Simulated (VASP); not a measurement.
Write the native input for VASP 6.6.1 that does the following.

```yaml
Task: single point
Functional: LDA
Potentials_or_basis: VASP PAW LDA potentials, release 64 (Ti_sv)
Cutoff: 500 eV
k_mesh: 15 × 15 × 15
Occupations: fermi-dirac, width 0.05 eV
Spin: no spin polarisation
Dipole_correction: no
Further_INCAR_settings: ALGO = Normal; EDIFF = 1e-06; NBANDS = 12
```

The structure of Ti lies in POSCAR:

```
Ti
1.0
    0.0000000000      2.0163754284      2.0163754284
    2.0163754284      0.0000000000      2.0163754284
    2.0163754284      2.0163754284      0.0000000000
Ti
1
Direct
    0.0000000000      0.0000000000      0.0000000000
```

This isn't the form of Ti at room conditions, which is hcp.

The input as run:

INCAR

```
SYSTEM = Ti
PREC     = Accurate       ! precision mode
ENCUT    = 500            ! plane-wave cutoff, eV
EDIFF    = 1E-6           ! SCF threshold, eV
ISMEAR   = -1             ! smearing method
SIGMA    = 0.05           ! smearing width, eV
LREAL    = .False.        ! projectors in reciprocal space
LASPH    = .True.         ! aspherical terms in the spheres
NELM     = 120            ! most SCF steps
ALGO     = Normal         ! electronic algorithm
ISIF     = 2              ! what is computed and relaxed
LWAVE    = .False.        ! write WAVECAR
LCHARG   = .False.        ! write CHGCAR
GGA      = CA             ! functional
NBANDS   = 12             ! bands
GGA_COMPAT= .False.
```

KPOINTS

```
Automatic mesh
0
Gamma
  15 15 15
  0 0 0
```

Potentials or basis: VASP PAW LDA potentials, release 64 (Ti_sv).

Run with:

```sh
$ cat potpaw_LDA.64/Ti_sv/POTCAR > POTCAR
$ mpirun -np 1 vasp_std > vasp.out
```

Results of the run:

| Quantity | Value |
| --- | --- |
| Pressure | -2.8 GPa |
| Band gap on the k mesh | zero (bands 6 and 7 overlap by 1.20 eV) |

Run time: 22 s on 1 thread of Intel Xeon 8259CL, with other jobs on the host, peak memory 0.14 GiB.
